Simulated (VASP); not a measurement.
A run of VASP 6.6.1 is set up as follows.

Contents of POSCAR:

```
MnHg
1.0
    3.2880000000      0.0000000000      0.0000000000
    0.0000000000      3.2880000000      0.0000000000
    0.0000000000      0.0000000000      3.3130000000
Mn Hg
1 1
Direct
    0.5000000000      0.5000000000      0.5000000000
    0.0000000000      0.0000000000      0.0000000000
```

Contents of INCAR.step1:

```
SYSTEM = MnHg
ALGO     = Normal         ! electronic algorithm
EDIFF    = 1E-5           ! SCF threshold, eV
ENCUT    = 440            ! plane-wave cutoff, eV
GGA      = PE             ! functional
GGA_COMPAT= .False.      
ISMEAR   = -1             ! smearing method
ISPIN    = 2              ! spin polarisation
LASPH    = .True.         ! aspherical terms in the spheres
LCHARG   = .False.        ! write CHGCAR
LMAXMIX  = 4              ! l up to which the mixer works
LREAL    = .False.        ! projectors in reciprocal space
LWAVE    = .True.         ! write WAVECAR
MAGMOM   = 4 0            ! initial moments
NBANDS   = 24             ! bands
NELM     = 200            ! most SCF steps
PREC     = Accurate       ! precision mode
SIGMA    = 0.05           ! smearing width, eV
```

Contents of INCAR.step2:

```
SYSTEM = MnHg
ALGO     = Normal         ! electronic algorithm
EDIFF    = 1E-8           ! SCF threshold, eV
ENCUT    = 440            ! plane-wave cutoff, eV
GGA_COMPAT= .False.      
ISIF     = 2              ! what is computed and relaxed
ISMEAR   = -1             ! smearing method
ISPIN    = 2              ! spin polarisation
ISTART   = 1            
LASPH    = .True.         ! aspherical terms in the spheres
LCHARG   = .False.        ! write CHGCAR
LEFG     = .True.       
LMAXMIX  = 4              ! l up to which the mixer works
LMIXTAU  = .True.       
LORBIT   = 11             ! projections on sites
LREAL    = .False.        ! projectors in reciprocal space
LWAVE    = .False.        ! write WAVECAR
MAGMOM   = 4 0            ! initial moments
METAGGA  = R2SCAN         ! meta-GGA
NBANDS   = 24             ! bands
NELM     = 200            ! most SCF steps
PREC     = Accurate       ! precision mode
SIGMA    = 0.05           ! smearing width, eV
```

File KPOINTS:

```
k-points
0
Gamma
  10 10 10
  0 0 0
```

Potentials or basis: VASP PAW PBE potentials, release 64 (Mn_pv, Hg).

The run is started by

```console
$ cat potpaw_PBE.64/Mn_pv/POTCAR potpaw_PBE.64/Hg/POTCAR > POTCAR
$ cp INCAR.step1 INCAR
$ mpirun -np 1 vasp_std > vasp.out
$ cp INCAR.step2 INCAR
$ mpirun -np 1 vasp_std > vasp.out
```

Task: What does it give for the site moments?

Result: Mn +4.12; Hg -0.06 μB.

Task: What does it give for the pressure?

Result: 3.1 GPa.

Task: What does it give for the net moment?

Result: 4.17 μB per cell.

Caveat: the cell stands under pressure; the PAW data sets were made with another functional, which shifts forces and pressure a little.
